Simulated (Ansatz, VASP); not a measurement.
One calculation of BP, two programs

File POSCAR:

```
BP
1.0
    0.0000000000      2.2690000000      2.2690000000
    2.2690000000      0.0000000000      2.2690000000
    2.2690000000      2.2690000000      0.0000000000
B P
1 1
Direct
    0.0000000000      0.0000000000      0.0000000000
    0.7500000000      0.7500000000      0.7500000000
```

INCAR.step1

```
PREC = Accurate
ENCUT = 550
ISMEAR = 0
SIGMA = 0.1
LREAL = F
LASPH = T
NELM = 120
NBANDS = 11
GGA = PE
ALGO = Normal
EDIFF = 1E-5
LWAVE = T
LCHARG = F
GGA_COMPAT = F
```

The input INCAR.step2:

```
PREC = Accurate
ENCUT = 550
EDIFF = 1E-6
ISMEAR = 0
SIGMA = 0.1
LREAL = F
LASPH = T
NELM = 120
ALGO = Normal
ISIF = 2
LWAVE = F
LCHARG = F
METAGGA = R2SCAN
LMIXTAU = T
NBANDS = 11
ISTART = 1
GGA_COMPAT = F
```

The input KPOINTS:

```
Automatic mesh
0
Gamma
  6 6 6
```

Input for Ansatz:

```yaml
crystal:
  lattice:
    - [0.0, 2.269, 2.269]
    - [2.269, 0.0, 2.269]
    - [2.269, 2.269, 0.0]
  atoms:
    - { symbol: B, position: [0.0, 0.0, 0.0] }
    - { symbol: P, position: [0.75, 0.75, 0.75] }
basis:
  ecutwfc: 500
kpoints:
  mp_grid: { grid: [6, 6, 6] }
hamiltonian:
  xc: r2scan
scf:
  occupations: { method: gaussian, width: 0.1 }
output:
  forces: true
  stress: true
  eigenvalues: true
```

Alike in both runs: task single point; functional r2SCAN; k mesh 6 × 6 × 6; occupations gaussian, width 0.1 eV; no spin polarisation.

|  | VASP | Ansatz |
| --- | --- | --- |
| version | VASP 6.6.1 | Ansatz 0.2.0 |
| potentials or method | VASP PAW PBE potentials, release 64 (B, P), cutoff 550 eV | scalar-relativistic, plane waves, PAW |
| valence electrons in the cell | 8 | 8 |

```tsv
	VASP	Ansatz	Ansatz less VASP
gap on the k mesh at the Fermi level (eV)	1.54	1.50	-0.038
least direct gap on the mesh (eV)	3.64	3.60	-0.041
pressure (GPa)	-0.6	0.0	+0.51
```

VASP's potentials were made for PBE, not for r2SCAN.
